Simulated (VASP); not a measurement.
# HfB2 (P6/mmm) in VASP: further runs

HfB2 is run at these levels: PBE; tasks: single point.

Program: VASP 6.6.1. These are calculated values, not measurements. Logs are shortened: lines on timing, memory, paths and dates and some standing lists are left out, and cuts for length are marked.

## (1) The cell of the first run

It takes space group P6/mmm (No. 191, hexagonal). Conventional cell: a = 3.086 Å, b = 3.086 Å, c = 3.405 Å, α = 90.00°, β = 90.00°, γ = 120.00°. Within 3.3 Å of Hf (site symmetry 6/mmm) lie 12 B at 2.46 Å and 6 Hf at 3.09 Å. Within 2.4 Å of B (site symmetry -6m2) lie 3 B at 1.78 Å.

## (2) Single point, PBE (volume scaled by 0.94, then relaxed in part)

INCAR

```
  PREC = Accurate
  ENCUT = 520
  EDIFF = 1E-6
  ISMEAR = 0
  SIGMA = 0.1
  LREAL = False
  LASPH = True
  NELM = 80
  ALGO = Normal
  ISIF = 2
  LWAVE = False
  LCHARG = True
  GGA = PE
  LELF = True
  LVHAR = True
  NBANDS = 15
```

KPOINTS

```
regular mesh
0
Gamma
  15 15 12
```

POSCAR

```
HfB2
1.0
    3.0860886568      0.0000000000      0.0000000000
   -1.5430443284      2.6726311751      0.0000000000
    0.0000000000      0.0000000000      3.4045434204
Hf B
1 2
Direct
    0.0000000000      0.0000000000      0.0000000000
    0.3333333333      0.6666666667      0.5000000000
    0.6666666667      0.3333333333      0.5000000000
```

Potentials or basis: VASP PAW PBE potentials, release 64 (Hf_pv, B).

Run with:

```console
cat potpaw_PBE.64/Hf_pv/POTCAR potpaw_PBE.64/B/POTCAR > POTCAR
mpirun -np 1 vasp_std > vasp.out
```

OUTCAR:

```text
PREC = Accurate
   ENCUT = 520
   EDIFF = 1E-6
   ISMEAR = 0
   LREAL = False
   LASPH = True
   NELM = 80
   ISIF = 2
   GGA = PE

 ion  position               nearest neighbor table
   1  0.000  0.000  0.000-   2 2.46   3 2.46   2 2.46   3 2.46   2 2.46   2 2.46   3 2.46   3 2.46
                             3 2.46   3 2.46   2 2.46   2 2.46
   2  0.333  0.667  0.500-   3 1.78   3 1.78   3 1.78   1 2.46   1 2.46   1 2.46   1 2.46   1 2.46
                             1 2.46
   3  0.667  0.333  0.500-   2 1.78   2 1.78   2 1.78   1 2.46   1 2.46   1 2.46   1 2.46   1 2.46
                             1 2.46

  LATTYP: Found a hexagonal cell.
 ALAT       =     3.0860886568
 C/A-ratio  =     1.1031904132

  Lattice vectors:

 A1 = (   3.0860886568,   0.0000000000,   0.0000000000)
 A2 = (  -1.5430443284,   2.6726311751,   0.0000000000)
 A3 = (   0.0000000000,   0.0000000000,   3.4045434204)

Analysis of symmetry for initial positions (statically):
=====================================================================
 Subroutine PRICEL returns:
 Original cell was already a primitive cell.

 Routine SETGRP: Setting up the symmetry group for a
 hexagonal supercell.

 Subroutine GETGRP returns: Found 24 space group operations
 (whereof 24 operations were pure point group operations)
 out of a pool of 24 trial point group operations.

The static configuration has the point symmetry D_6h.

Analysis of symmetry for dynamics (positions and initial velocities):
=====================================================================
 Subroutine PRICEL returns:
 Original cell was already a primitive cell.

 Routine SETGRP: Setting up the symmetry group for a
 hexagonal supercell.

 Subroutine GETGRP returns: Found 24 space group operations
 (whereof 24 operations were pure point group operations)
 out of a pool of 24 trial point group operations.

The dynamic configuration has the point symmetry D_6h.

 Subroutine INISYM returns: Found 24 space group operations
 (whereof 24 operations are pure point group operations),
 and found     1 'primitive' translations

----------------------------------------------------------------------------------------

                                     Primitive cell

  volume of cell :      28.0806

  direct lattice vectors                    reciprocal lattice vectors
     3.086088657  0.000000000  0.000000000     0.324034761  0.187081556  0.000000000
    -1.543044328  2.672631175  0.000000000     0.000000000  0.374163113  0.000000000
     0.000000000  0.000000000  3.404543420     0.000000000  0.000000000  0.293725142

  length of vectors
     3.086088657  3.086088657  3.404543420     0.374163113  0.374163113  0.293725142

  position of ions in fractional coordinates (direct lattice)
     0.000000000  0.000000000  0.000000000
     0.333333333  0.666666667  0.500000000
     0.666666667  0.333333333  0.500000000

  ion indices of the primitive-cell ions
   primitive index   ion index
                 1           1
                 2           2
                 3           3

----------------------------------------------------------------------------------------

 KPOINTS: regular mesh

Automatic generation of k-mesh.
 Grid dimensions read from file:
 generate k-points for:   15   15   12

 Generating k-lattice:

  Cartesian coordinates                     Fractional coordinates (reciprocal lattice)
     0.021602317  0.012472104  0.000000000     0.066666667  0.000000000  0.000000000
     0.000000000  0.024944208  0.000000000     0.000000000  0.066666667  0.000000000
     0.000000000  0.000000000  0.024477095     0.000000000  0.000000000  0.083333333

  Length of vectors
     0.024944208  0.024944208  0.024477095

  Shift w.r.t. Gamma in fractional coordinates (k-lattice)
     0.000000000  0.000000000  0.000000000

 Subroutine IBZKPT returns following result:
 ===========================================

 Found    189 irreducible k-points:

 Following reciprocal coordinates:
            Coordinates               Weight
  0.000000  0.000000  0.000000      1.000000
  0.066667  0.000000  0.000000      6.000000
  0.133333  0.000000  0.000000      6.000000
  0.200000  0.000000  0.000000      6.000000
  0.266667  0.000000  0.000000      6.000000
  0.333333  0.000000  0.000000      6.000000
[... 16 lines left out ...]
  0.333333  0.200000  0.000000     12.000000
  0.400000  0.200000  0.000000      6.000000
 [... further k-points ...]
   k-points           NKPTS =    189   k-points in BZ     NKDIM =    189   number of bands    NBANDS=     15
   number of dos      NEDOS =    301   number of ions     NIONS =      3
   total plane-waves  NPLWV =  16128
   dimension x,y,z NGX =    24 NGY =   24 NGZ =   28
   dimension x,y,z NGXF=    48 NGYF=   48 NGZF=   56
   ions per type =               1   2
   NGX,Y,Z   is equivalent  to a cutoff of  12.93, 12.93, 13.67 a.u.
   NGXF,Y,Z  is equivalent  to a cutoff of  25.86, 25.86, 27.35 a.u.
 SYSTEM =  unknown system
   PREC   = accura    normal or accurate (medium, high low for compatibility)
   ISTART =      0    job   : 0-new  1-cont  2-samecut
   ICHARG =      2    charge: 1-file 2-atom 10-const
   ISPIN  =      1    spin polarized calculation?
   LNONCOLLINEAR =      F non collinear calculations
   LSORBIT =      F    spin-orbit coupling
   LASPH  =      T    aspherical Exc in radial PAW
   ENCUT  =  520.0 eV  38.22 Ry    6.18 a.u.   5.74  5.74  6.33*2*pi/ulx,y,z
   NELM   =     80;   NELMIN=  2; NELMDL= -5     # of ELM steps
   EDIFF  = 0.1E-05   stopping-criterion for ELM
   LREAL  =      F    real-space projection
   EDIFFG = 0.1E-04   stopping-criterion for IOM
   NSW    =      0    number of steps for IOM
   IBRION =     -1    ionic relax: 0-MD 1-quasi-New 2-CG
   NFREE  =      0    steps in history (QN), initial steepest desc. (CG)
   ISIF   =      2    stress and relaxation
   ISYM   =      2    0-nonsym 1-usesym 2-fastsym
   POTIM  = 0.5000    time-step for ionic-motion
   TEBEG  =    0.0;   TEEND  =   0.0 temperature during run
   PSTRESS=    0.0 pullay stress
   NELECT =      16.0000    total number of electrons
   NUPDOWN=      -1.0000    fix difference up-down
   EMIN   =  10.00;   EMAX   =-10.00  energy-range for DOS
   EFERMI =   0.00;   METHOD = LEGACY
   ISMEAR =     0;   SIGMA  =   0.10  broadening in eV -4-tet -1-fermi 0-gaus
   EFERMI_NEDOS =   21; number of points for ismear=-14 and -15
   IALGO  =     38    algorithm
   IMIX   =      4    mixing-type and parameters
     AMIX     =   0.40;   BMIX     =  1.00
     AMIX_MAG =   1.60;   BMIX_MAG =  1.00
  volume/ion in A,a.u.               =       9.36        63.17
  Fermi-wavevector in a.u.,A,eV,Ry     =   1.357207  2.564749 25.062075  1.842011
  Thomas-Fermi vector in A             =   2.484145
   LORBIT       =      0    0 simple, 1 ext, 2 COOP (PROOUT), +10 PAW based schemes
   GGA     = PE    functional components
   LHFCALC =     F    Hartree Fock is set to
   AEXX    =    0.0000 exact exchange contribution
   IVDW    =     0    specifies the selected vdW correction
   LEPSILON=     F    determine dielectric tensor
   LRPA    =     F    only Hartree local field effects (RPA)
 non-spin polarized calculation
 Gauss-broadening in eV      SIGMA  =   0.10
  energy-cutoff  :      520.00
  volume of cell :       28.08
 maximum number of plane-waves:       770
 NGX is ok and might be reduce to    24
   NGX = 11   NGY = 11   NGZ = 13

 number of electron      16.0000001 magnetization

 Free energy of the ion-electron system (eV)
  ---------------------------------------------------
  ext. energy  EPLUGINS =         0.00000000
  ---------------------------------------------------
  free energy    TOTEN  =       -26.31164269 eV

  energy without entropy =      -26.31050758  energy(sigma->0) =      -26.31107513

 E-fermi :   8.1531     XC(G=0): -12.8655

 val. band max:        8.1431267348   @ k =   0.0667   0.0667   0.4167
 cond. band min:       8.1931875454   @ k =   0.1333   0.1333   0.2500
 fundamental gap:      0.0500608106
 Fermi energy:         8.1530527284

 k-point     1 :       0.0000    0.0000    0.0000
  band No.  band energies     occupation
      1     -22.3249      2.00000
      2     -21.7574      2.00000
      3     -21.7574      2.00000
      4      -5.9507      2.00000
      5       4.9963      2.00000
      6       5.0704      2.00000
      7       5.0704      2.00000
      8       5.4073      2.00000
      9      12.4383      0.00000
     10      12.4383      0.00000
     11      13.1406      0.00000
     12      13.1406      0.00000
     13      13.3280      0.00000
     14      13.3280      0.00000
     15      13.4675      0.00000

 k-point     2 :       0.0667    0.0000    0.0000
  band No.  band energies     occupation
      1     -22.3179      2.00000
      2     -21.8003      2.00000
      3     -21.7668      2.00000
      4      -5.8482      2.00000
      5       4.7921      2.00000
      6       5.0711      2.00000
      7       5.0990      2.00000
      8       5.3080      2.00000
      9      12.1673      0.00000
     10      12.3637      0.00000
     11      12.4869      0.00000
     12      12.5780      0.00000
     13      13.7573      0.00000
     14      14.1854      0.00000
     15      14.2716      0.00000
[... 365 lines left out ...]
      3     -22.1537      2.00000
      4      -1.9193      2.00000
      5       0.0063      2.00000
      6       2.0016      2.00000
      7       4.3598      2.00000
      8       7.2596      2.00000
      9       7.9034      1.99959
     10      10.5402      0.00000
     11      13.7922      0.00000
     12      15.4769      0.00000
     13      17.1289      0.00000
     14      18.5359      0.00000
     15      18.8738      0.00000

 k-point    24 :       0.4000    0.2000    0.0000
  band No.  band energies     occupation
      1     -22.5652      2.00000
      2     -22.1754      2.00000
      3     -22.1479      2.00000
      4      -1.2084      2.00000
      5      -0.7165      2.00000
      6       1.8909      2.00000
      7       4.3998      2.00000
      8       7.0311      2.00000
      9       7.8598      1.99997
     10      11.2896      0.00000
     11      13.0244      0.00000
     12      15.4424      0.00000
     13      17.7186      0.00000
     14      18.8174      0.00000
     15      19.2505      0.00000

 [... further k-points ...]

------------------------ aborting loop because EDIFF is reached ----------------------------------------

  FORCE on cell =-STRESS in cart. coord.  units (eV):
  Direction    XX          YY          ZZ          XY          YZ          ZX
  --------------------------------------------------------------------------------------
  -------------------------------------------------------------------------------------
  Total        2.9748308      2.9748308      3.0681378      0.0000000      0.0000000      0.0000000
  in kB      169.7331039    169.7331039    175.0568600      0.0000000      0.0000000      0.0000000
  external PRESSURE =     171.5076893 kB  Pullay stress =       0.0000000 kB

 VOLUME and BASIS-vectors are now :
 -----------------------------------------------------------------------------
  energy-cutoff  :      520.00
  volume of cell :       28.08
      direct lattice vectors                 reciprocal lattice vectors
     3.086088657  0.000000000  0.000000000     0.324034761  0.187081556  0.000000000
    -1.543044328  2.672631175  0.000000000     0.000000000  0.374163113  0.000000000
     0.000000000  0.000000000  3.404543420     0.000000000  0.000000000  0.293725142

 POSITION                                       TOTAL-FORCE (eV/Angst)
 -----------------------------------------------------------------------------------
      0.00000      0.00000      0.00000        -0.000000      0.000000      0.000000
     -0.00000      1.78175      1.70227        -0.000000      0.000000      0.000000
      1.54304      0.89088      1.70227         0.000000      0.000000     -0.000000
 -----------------------------------------------------------------------------------
    total drift:                               -0.000000      0.000000      0.000000

  FREE ENERGIE OF THE ION-ELECTRON SYSTEM (eV)
  ---------------------------------------------------
  free  energy   TOTEN  =       -26.3116426917 eV

  energy  without entropy=      -26.3105075767  energy(sigma->0) =      -26.31107513
```

It took 55 s on 1 thread of Intel Xeon Platinum 8259CL at 2.50GHz (Skylake/Cascade Lake), shared host; peak memory 0.2 GiB.

What came out:

| Item | Value |
| --- | --- |
| Free energy | -26.3116 eV |
| Pressure | 17.2 GPa |
| Band gap on the k mesh | zero (band 8 reaches 8.92 eV, above the bottom of band 9 at 7.86 eV) |

Levels at points of the mesh, in eV from the Fermi level:
| k point | band 6 | band 7 | band 8 | band 9 | band 10 | band 11 |
| --- | --- | --- | --- | --- | --- | --- |
| (0.00, 0.00, 0.00) | -3.08 | -3.08 | -2.75 | 4.29 | 4.29 | 4.99 |
| (0.00, 0.00, 0.50) | -1.27 | -1.27 | 0.26 | 0.26 | 1.02 | 1.02 |

Caveat: spin-orbit coupling is left out, which moves the levels of the heavy elements.

## (3) Single point, PBE (volume scaled by 0.97, then relaxed in part)

INCAR

```
SYSTEM = HfB2
PREC     = Accurate       ! precision mode
ENCUT    = 520            ! plane-wave cutoff, eV
EDIFF    = 1E-6           ! SCF threshold, eV
ISMEAR   = 0              ! smearing method
SIGMA    = 0.1            ! smearing width, eV
LREAL    = .False.        ! projectors in reciprocal space
LASPH    = .True.         ! aspherical terms in the spheres
NELM     = 100            ! most SCF steps
ALGO     = Normal         ! electronic algorithm
ISIF     = 2              ! what is computed and relaxed
LWAVE    = .False.        ! write WAVECAR
LCHARG   = .False.        ! write CHGCAR
GGA      = PE             ! functional
NBANDS   = 15             ! bands
```

KPOINTS

```
Automatic mesh
0
Gamma
  15 15 12
  0 0 0
```

POSCAR

```
HfB2
1.0
    3.1160140413      0.0000000000      0.0000000000
   -1.5580070207      2.6985473183      0.0000000000
    0.0000000000      0.0000000000      3.4460433989
Hf B
1 2
Direct
    0.0000000000      0.0000000000      0.0000000000
    0.3333333333      0.6666666667      0.5000000000
    0.6666666667      0.3333333333      0.5000000000
```

Potentials or basis: VASP PAW PBE potentials, release 64 (Hf_pv, B).

Run with:

```console
cat potpaw_PBE.64/Hf_pv/POTCAR potpaw_PBE.64/B/POTCAR > POTCAR
mpirun -np 1 vasp_std > vasp.out
```

Run time: 50 s. Hardware: 1 thread of Intel Xeon Platinum 8259CL at 2.50GHz (Skylake/Cascade Lake), shared host; peak memory 0.21 GiB.

The run converged. Its results:

- Free energy: -26.3812 eV
- Pressure: 7.7 GPa
- Band gap on the k mesh: zero (band 8 reaches 8.67 eV, above the bottom of band 9 at 7.62 eV)

Stress tensor (GPa, compression positive):
```
7.60 0.00 0.00
0.00 7.60 0.00
0.00 0.00 8.00
```

Levels at points of the mesh, in eV from the Fermi level:
```csv
k point,band 6,band 7,band 8,band 9,band 10,band 11
"(0.00, 0.00, 0.00)",-3.00,-3.00,-2.78,4.12,4.12,4.79
"(0.00, 0.00, 0.50)",-1.24,-1.24,0.27,0.27,1.00,1.00
```

Caveat: spin-orbit coupling is left out, which moves the levels of the heavy elements.
